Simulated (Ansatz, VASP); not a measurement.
Zr3S2: VASP beside Ansatz

```
CELL_PARAMETERS angstrom
2.75045 1.58797 3.56738
-2.75045 1.58797 3.56738
0.00000 -3.17595 3.56738
ATOMIC_POSITIONS crystal
Zr 0.16211 0.83789 0.50000
Zr 0.50000 0.16211 0.83789
Zr 0.83789 0.50000 0.16211
S 0.33478 0.33478 0.33478
S 0.66522 0.66522 0.66522
```

Change from the starting cell: strain -0.050 along x and y, +0.025 along z, atoms carried along.

Alike in both runs: task single point; functional PBE; k mesh 12 × 12 × 12; occupations gaussian, width 0.15 eV; no spin polarisation.

|  | VASP | Ansatz |
| --- | --- | --- |
| version | VASP 6.6.1 | Ansatz 0.2.0 |
| potentials or method | VASP PAW PBE potentials, release 64 (Zr_sv, S), cutoff 520 eV | scalar-relativistic, plane waves, PAW |
| valence electrons in the cell | 48 | 48 |

|  | VASP | Ansatz | Ansatz less VASP |
| --- | --- | --- | --- |
| gap on the k mesh at the Fermi level (eV) | none | none | - |
| pressure (GPa) | 10.6 | 10.5 | -0.03 |
| traceless stress, the component that is largest in VASP (GPa) | -5.68 | -5.72 | -0.043 |
| rms of the force components (eV/Å) | 0.132 | 0.131 | -0.0006 |

Atom by atom the forces differ by 0.001 eV/Å (rms over components). A gap of «none» marks a metal or a gap that the smearing closes.
